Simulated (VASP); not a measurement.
BIr: single point with LDA

BIr:

```
B Ir
1.0
     3.04211    0.00000    0.00000
    -1.52105    2.63454    0.00000
     0.00000    0.00000    2.97327
B Ir
1 1
Direct
  0.33333 0.66667 0.50000
  0.00000 0.00000 0.00000
```

This cell differs from its parent crystal: strain +0.1000 x Voigt [0, 0, 1, 0, 0, 0].

| Property | Result |
| --- | --- |
| Program | VASP 6.6.1 |
| Task | single point |
| Functional | LDA |
| Potentials or basis | VASP PAW LDA potentials, release 64 (B, Ir) |
| Cutoff | 520 eV |
| k mesh | 18 × 18 × 18 |
| Occupations | gaussian, width 0.15 eV |
| Spin | no spin polarisation |
| Dipole correction | no |
| Further INCAR settings | ALGO = Normal; EDIFF = 1e-06; NBANDS = 13 |

| Item | Value |
| --- | --- |
| Pressure | -34.8 GPa |
| Band gap on the k mesh | zero (band 6 reaches 8.20 eV, above the bottom of band 7 at 7.36 eV) |

Stress tensor (GPa, compression positive):
```
-27.12   0.00   0.00
  0.00 -27.12   0.00
  0.00   0.00 -50.18
```

Levels at points of the mesh, in eV from the Fermi level:
```tsv
k point	band 3	band 4	band 5	band 6	band 7	band 8	band 9	band 10
(0.00, 0.00, 0.00)	-4.26	-4.26	-1.39	-1.39	1.14	5.17	5.17	8.49
(0.50, 0.00, 0.00)	-4.82	-4.39	-1.83	-1.01	0.77	1.26	5.89	9.75
(0.00, 0.00, 0.50)	-3.53	-3.53	-3.20	-3.20	-0.18	4.62	4.62	9.51
(0.50, 0.00, 0.50)	-4.90	-3.56	-1.16	-0.45	-0.12	4.48	4.89	7.11
```

It used 140 s of CPU time on 1 thread of AMD EPYC 7R13 Processor (Zen 3) (shared host).

Caveat: the cell differs from its parent crystal (strain +0.1000 x Voigt [0, 0, 1, 0, 0, 0]); spin-orbit coupling is left out, which moves the levels of the heavy elements.
